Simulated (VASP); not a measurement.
Here is a VASP 6.6.1 calculation.

The input INCAR:

```
SYSTEM = Ta
ALGO     = Normal         ! electronic algorithm
EDIFF    = 1E-6           ! SCF threshold, eV
ENCUT    = 520            ! plane-wave cutoff, eV
GGA      = PE             ! functional
ISIF     = 2              ! what is computed and relaxed
ISMEAR   = 0              ! smearing method
LASPH    = .TRUE.         ! aspherical terms in the spheres
LCHARG   = .TRUE.         ! write CHGCAR
LELF     = .TRUE.         ! ELF
LREAL    = .FALSE.        ! projectors in reciprocal space
LVHAR    = .TRUE.       
LWAVE    = .FALSE.        ! write WAVECAR
NBANDS   = 12             ! bands
NELM     = 100            ! most SCF steps
PREC     = Accurate       ! precision mode
SIGMA    = 0.15           ! smearing width, eV
```

KPOINTS

```
k-points
0
G
  20 20 20
  0 0 0
```

POSCAR

```
Ta
1.0
   -1.6017416000      1.6017416000      1.6760492000
    1.6017416000     -1.6017416000      1.6760492000
    1.6017416000      1.6017416000     -1.6760492000
Ta
1
Direct
    0.0000000000      0.0000000000      0.0000000000
```

Potentials or basis: VASP PAW PBE potentials, release 64 (Ta_pv).

The run is started by

```bash
$ cat potpaw_PBE.64/Ta_pv/POTCAR > POTCAR
$ mpirun -np 1 vasp_std > vasp.out
```

(1) Estimate the pressure.

Results:

(1) 13.9 GPa.

Caveat: the cell differs from its parent crystal (strain -0.030 along x and y, +0.015 along z).
